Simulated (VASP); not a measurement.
# Cl in VASP: a series of runs, part 2 of 3

VASP 6.6.1. Earlier steps stand in the parts before.

**4. Single point, PBE (shear xy strain +2.3%)**

INCAR

```
SYSTEM = Cl
  ALGO = Normal
  EDIFF = 1E-6
  ENCUT = 520
  GGA = PE
  ISIF = 2
  ISMEAR = -1
  LASPH = .True.
  LCHARG = .False.
  LREAL = .False.
  LWAVE = .False.
  NBANDS = 22
  NELM = 80
  PREC = Accurate
  SIGMA = 0.02
```

KPOINTS

```
k-points
0
Gamma
  8 8 4
  0 0 0
```

POSCAR

```
Cl
1.0
    3.1024544740     -1.9717736604      0.0000000000
    3.1480189377      2.0427165336      0.0000000000
    0.0000000000      0.0000000000      8.1465601234
Cl
4
Direct
    0.8756350071      0.1243649929      0.6074783214
    0.1243649929      0.8756350071      0.3925216786
    0.6243649929      0.3756350071      0.1074783214
    0.3756350071      0.6243649929      0.8925216786
```

Potentials or basis: VASP PAW PBE potentials, release 64 (Cl).

On the command line:

```console
> cat potpaw_PBE.64/Cl/POTCAR > POTCAR
> mpirun -np 1 vasp_std > vasp.out
```

OUTCAR:

```text
SYSTEM = Cl
   EDIFF = 1E-6
   ENCUT = 520
   GGA = PE
   ISIF = 2
   ISMEAR = -1
   LASPH = .True.
   LREAL = .False.
   NELM = 80
   PREC = Accurate

 ion  position               nearest neighbor table
   1  0.876  0.124  0.607-   2 2.02
   2  0.124  0.876  0.393-   1 2.02
   3  0.624  0.376  0.107-   4 2.02
   4  0.376  0.624  0.893-   3 2.02

  LATTYP: Found a simple monoclinic cell.
 ALAT       =     3.6760189242
 B/A-ratio  =     2.2161366117
 C/A-ratio  =     1.0208582487
 COS(beta)  =    -0.4160073332

  Lattice vectors:

 A1 = (   3.1024544740,  -1.9717736604,   0.0000000000)
 A2 = (   0.0000000000,   0.0000000000,   8.1465601234)
 A3 = (  -3.1480189377,  -2.0427165336,   0.0000000000)

Analysis of symmetry for initial positions (statically):
=====================================================================
 Subroutine PRICEL returns:
 Original cell was already a primitive cell.

 Routine SETGRP: Setting up the symmetry group for a
 simple monoclinic supercell.

 Subroutine GETGRP returns: Found  4 space group operations
 (whereof  2 operations were pure point group operations)
 out of a pool of  4 trial point group operations.

The static configuration has the point symmetry S_2 .
 The point group associated with its full space group is C_2h.

Analysis of symmetry for dynamics (positions and initial velocities):
=====================================================================
 Subroutine PRICEL returns:
 Original cell was already a primitive cell.

 Routine SETGRP: Setting up the symmetry group for a
 simple monoclinic supercell.

 Subroutine GETGRP returns: Found  4 space group operations
 (whereof  2 operations were pure point group operations)
 out of a pool of  4 trial point group operations.

The dynamic configuration has the point symmetry S_2 .
 The point group associated with its full space group is C_2h.

 Subroutine INISYM returns: Found  4 space group operations
 (whereof  2 operations are pure point group operations),
 and found     1 'primitive' translations

----------------------------------------------------------------------------------------

                                     Primitive cell

  volume of cell :     102.1955

  direct lattice vectors                    reciprocal lattice vectors
     3.102454474 -1.971773660  0.000000000     0.162836117 -0.250945822  0.000000000
     3.148018938  2.042716534  0.000000000     0.157180872  0.247313629  0.000000000
     0.000000000  0.000000000  8.146560123     0.000000000  0.000000000  0.122751196

  length of vectors
     3.676018924  3.752694241  8.146560123     0.299147800  0.293035591  0.122751196

  position of ions in fractional coordinates (direct lattice)
     0.875635007  0.124364993  0.607478321
     0.124364993  0.875635007  0.392521679
     0.624364993  0.375635007  0.107478321
     0.375635007  0.624364993  0.892521679

  ion indices of the primitive-cell ions
   primitive index   ion index
                 1           1
                 2           2
                 3           3
                 4           4

----------------------------------------------------------------------------------------

 KPOINTS: k-points

Automatic generation of k-mesh.
 Grid dimensions read from file:
 generate k-points for:    8    8    4

 Generating k-lattice:

  Cartesian coordinates                     Fractional coordinates (reciprocal lattice)
     0.020354515 -0.031368228  0.000000000     0.125000000  0.000000000  0.000000000
     0.019647609  0.030914204  0.000000000    -0.000000000  0.125000000  0.000000000
     0.000000000  0.000000000  0.030687799     0.000000000  0.000000000  0.250000000

  Length of vectors
     0.037393475  0.036629449  0.030687799

  Shift w.r.t. Gamma in fractional coordinates (k-lattice)
     0.000000000  0.000000000  0.000000000

 Subroutine IBZKPT returns following result:
 ===========================================

 Found    102 irreducible k-points:

 Following reciprocal coordinates:
            Coordinates               Weight
  0.000000  0.000000  0.000000      1.000000
  0.125000  0.000000  0.000000      2.000000
  0.250000  0.000000  0.000000      2.000000
  0.375000 -0.000000  0.000000      2.000000
  0.500000  0.000000  0.000000      1.000000
  0.000000  0.125000  0.000000      2.000000
[... 16 lines left out ...]
  0.125000  0.375000  0.000000      2.000000
  0.250000  0.375000  0.000000      2.000000
 [... further k-points ...]
   k-points           NKPTS =    102   k-points in BZ     NKDIM =    102   number of bands    NBANDS=     22
   number of dos      NEDOS =    301   number of ions     NIONS =      4
   total plane-waves  NPLWV =  50176
   dimension x,y,z NGX =    28 NGY =   28 NGZ =   64
   dimension x,y,z NGXF=    56 NGYF=   56 NGZF=  128
   ions per type =               4
   NGX,Y,Z   is equivalent  to a cutoff of  12.66, 12.40, 13.06 a.u.
   NGXF,Y,Z  is equivalent  to a cutoff of  25.33, 24.81, 26.12 a.u.
 SYSTEM =  Cl
   PREC   = accura    normal or accurate (medium, high low for compatibility)
   ISTART =      0    job   : 0-new  1-cont  2-samecut
   ICHARG =      2    charge: 1-file 2-atom 10-const
   ISPIN  =      1    spin polarized calculation?
   LNONCOLLINEAR =      F non collinear calculations
   LSORBIT =      F    spin-orbit coupling
   LASPH  =      T    aspherical Exc in radial PAW
   ENCUT  =  520.0 eV  38.22 Ry    6.18 a.u.   6.83  6.98 15.15*2*pi/ulx,y,z
   NELM   =     80;   NELMIN=  2; NELMDL= -5     # of ELM steps
   EDIFF  = 0.1E-05   stopping-criterion for ELM
   LREAL  =      F    real-space projection
   EDIFFG = 0.1E-04   stopping-criterion for IOM
   NSW    =      0    number of steps for IOM
   IBRION =     -1    ionic relax: 0-MD 1-quasi-New 2-CG
   NFREE  =      0    steps in history (QN), initial steepest desc. (CG)
   ISIF   =      2    stress and relaxation
   ISYM   =      2    0-nonsym 1-usesym 2-fastsym
   POTIM  = 0.5000    time-step for ionic-motion
   TEBEG  =    0.0;   TEEND  =   0.0 temperature during run
   PSTRESS=    0.0 pullay stress
   NELECT =      28.0000    total number of electrons
   NUPDOWN=      -1.0000    fix difference up-down
   EMIN   =  10.00;   EMAX   =-10.00  energy-range for DOS
   EFERMI =   0.00;   METHOD = LEGACY
   ISMEAR =    -1;   SIGMA  =   0.02  broadening in eV -4-tet -1-fermi 0-gaus
   EFERMI_NEDOS =   21; number of points for ismear=-14 and -15
   IALGO  =     38    algorithm
   IMIX   =      4    mixing-type and parameters
     AMIX     =   0.40;   BMIX     =  1.00
     AMIX_MAG =   1.60;   BMIX_MAG =  1.00
  volume/ion in A,a.u.               =      25.55       172.41
  Fermi-wavevector in a.u.,A,eV,Ry     =   1.063286  2.009320 15.382450  1.130578
  Thomas-Fermi vector in A             =   2.198766
   LORBIT       =      0    0 simple, 1 ext, 2 COOP (PROOUT), +10 PAW based schemes
   GGA     = PE    functional components
   LHFCALC =     F    Hartree Fock is set to
   AEXX    =    0.0000 exact exchange contribution
   IVDW    =     0    specifies the selected vdW correction
   LEPSILON=     F    determine dielectric tensor
   LRPA    =     F    only Hartree local field effects (RPA)
 non-spin polarized calculation
  energy-cutoff  :      520.00
  volume of cell :      102.20
 maximum number of plane-waves:      2788
   NGX = 13   NGY = 13   NGZ = 31

 number of electron      28.0000003 magnetization

 Free energy of the ion-electron system (eV)
  ---------------------------------------------------
  ext. energy  EPLUGINS =         0.00000000
  ---------------------------------------------------
  free energy    TOTEN  =        -7.23766372 eV

  energy without entropy =       -7.23766372  energy(sigma->0) =       -7.23766372

 E-fermi :   0.8825     XC(G=0):  -8.3363

 val. band max:        0.4729530643   @ k =   0.0000   0.0000   0.0000
 cond. band min:       2.7175798098   @ k =   0.0000   0.0000   0.0000
 fundamental gap:      2.2446267455
 Fermi energy:         0.8825300092

 k-point     1 :       0.0000    0.0000    0.0000
  band No.  band energies     occupation
      1     -16.4591      2.00000
      2     -16.1070      2.00000
      3     -12.6442      2.00000
      4     -11.6552      2.00000
      5      -5.3770      2.00000
      6      -3.8959      2.00000
[... 574 lines left out ...]
      6      -4.1073      2.00000
[... 14 lines left out ...]
     21      10.7244      0.00000
     22      11.1119      0.00000

 [... further k-points ...]

------------------------ aborting loop because EDIFF is reached ----------------------------------------

  FORCE on cell =-STRESS in cart. coord.  units (eV):
  Direction    XX          YY          ZZ          XY          YZ          ZX
  --------------------------------------------------------------------------------------
  -------------------------------------------------------------------------------------
  Total        1.4129619      1.1541710      0.9309069     -0.1045237      0.0000000      0.0000000
  in kB       22.1518186     18.0946056     14.5943641     -1.6386777      0.0000000      0.0000000
  external PRESSURE =      18.2802628 kB  Pullay stress =       0.0000000 kB

 VOLUME and BASIS-vectors are now :
 -----------------------------------------------------------------------------
  energy-cutoff  :      520.00
  volume of cell :      102.20
      direct lattice vectors                 reciprocal lattice vectors
     3.102454474 -1.971773660  0.000000000     0.162836117 -0.250945822  0.000000000
     3.148018938  2.042716534  0.000000000     0.157180872  0.247313629  0.000000000
     0.000000000  0.000000000  8.146560123     0.000000000  0.000000000  0.122751196

 POSITION                                       TOTAL-FORCE (eV/Angst)
 -----------------------------------------------------------------------------------
      3.10812     -1.47251      4.94886        -0.002892     -0.006722      0.037907
      3.14235      1.54345      3.19770         0.002892      0.006722     -0.037907
      3.11957     -0.46379      0.87558         0.002892      0.006722      0.037907
      3.13090      0.53473      7.27098        -0.002892     -0.006722     -0.037907
 -----------------------------------------------------------------------------------
    total drift:                               -0.000000      0.000000      0.000000

  FREE ENERGIE OF THE ION-ELECTRON SYSTEM (eV)
  ---------------------------------------------------
  free  energy   TOTEN  =        -7.2376637159 eV

  energy  without entropy=       -7.2376637158  energy(sigma->0) =       -7.23766372
```

OSZICAR:

```text
N       E                     dE             d eps       ncg     rms          rms(c)
DAV:   1     0.188797548280E+03    0.18880E+03   -0.12592E+04  4488   0.110E+03
DAV:   2     0.537880356770E+01   -0.18342E+03   -0.17717E+03  6288   0.212E+02
DAV:   3    -0.751263220412E+01   -0.12891E+02   -0.12835E+02  5800   0.642E+01
DAV:   4    -0.767546375445E+01   -0.16283E+00   -0.16277E+00  5960   0.850E+00
DAV:   5    -0.767816232685E+01   -0.26986E-02   -0.26985E-02  5880   0.106E+00    0.164E+01
DAV:   6    -0.734944496411E+01    0.32872E+00   -0.22221E-01  5592   0.270E+00    0.107E+01
DAV:   7    -0.724918529307E+01    0.10026E+00   -0.50231E-01  5616   0.391E+00    0.815E-01
DAV:   8    -0.723746246606E+01    0.11723E-01   -0.63307E-02  5202   0.152E+00    0.396E-01
DAV:   9    -0.723757496826E+01   -0.11250E-03   -0.16962E-03  5640   0.253E-01    0.929E-02
DAV:  10    -0.723766428750E+01   -0.89319E-04   -0.14623E-04  6150   0.758E-02    0.479E-02
DAV:  11    -0.723766362082E+01    0.66667E-06   -0.39643E-05  5574   0.367E-02    0.159E-02
DAV:  12    -0.723766371585E+01   -0.95027E-07   -0.40702E-06  5490   0.130E-02
   1 F= -.72376637E+01 E0= -.72376637E+01  d E =-.124859E-10
```

stdout:

```text
POSCAR found type information on POSCAR Cl
 POSCAR found :  1 types and       4 ions
 scaLAPACK will be used
 LDA part: xc-table for (Slater+PW92), standard interpolation
 POSCAR, INCAR and KPOINTS ok, starting setup
 FFT: planning ... GRIDC
 FFT: planning ... GRID_SOFT
 FFT: planning ... GRID
 WAVECAR not read
 entering main loop
```

It took 4.4 min on 1 thread of Intel Xeon 8259CL, shared host; peak memory 0.3 GiB.

What came out:

```
Free energy            : -7.2377 eV
Pressure               : 1.8 GPa
Largest force          : 0.039 eV/Å
Band gap on the k mesh : 2.24 eV
```

Forces in eV/Å, atoms in the order of the input:
```
Cl  -0.003 -0.007  0.038
Cl   0.003  0.007 -0.038
Cl   0.003  0.007  0.038
Cl  -0.003 -0.007 -0.038
```

Stress tensor (GPa, compression positive):
```
 2.22 -0.16  0.00
-0.16  1.81  0.00
 0.00  0.00  1.46
```

Levels at points of the mesh, in eV from the valence-band top:
```csv
k point,band 10,band 11,band 12,band 13,band 14,band 15,band 16,band 17,band 18,band 19
"(0.00, 0.00, 0.00)",-2.16,-0.97,-0.45,-0.11,0.00,2.24,3.21,7.05,7.21,8.47
"(0.50, 0.00, 0.00)",-2.65,-1.01,-1.01,-0.35,-0.35,2.99,2.99,7.96,7.96,10.31
"(0.00, 0.50, 0.00)",-2.56,-0.98,-0.98,-0.28,-0.28,2.99,2.99,8.09,8.09,10.29
"(0.50, 0.50, 0.00)",-2.76,-1.62,-1.21,-0.51,-0.27,2.32,2.96,8.29,8.32,8.88
"(0.00, 0.00, 0.50)",-2.21,-0.86,-0.86,-0.05,-0.05,2.67,2.67,7.44,7.44,9.41
"(0.50, 0.00, 0.50)",-2.70,-0.75,-0.75,-0.10,-0.10,2.66,2.66,8.29,8.29,9.64
"(0.00, 0.50, 0.50)",-2.60,-0.67,-0.67,-0.07,-0.07,2.65,2.65,8.37,8.37,9.79
"(0.50, 0.50, 0.50)",-2.74,-1.00,-1.00,-0.90,-0.90,2.58,2.58,8.91,8.91,9.80
```

Caveat: the cell differs from its parent crystal (shear xy strain +2.3%); this functional lacks dispersion, which holds the molecules together, so the pressure and a relaxed volume are unreliable. A k mesh can miss the band edges.

(Continued in part 3 of 3.)
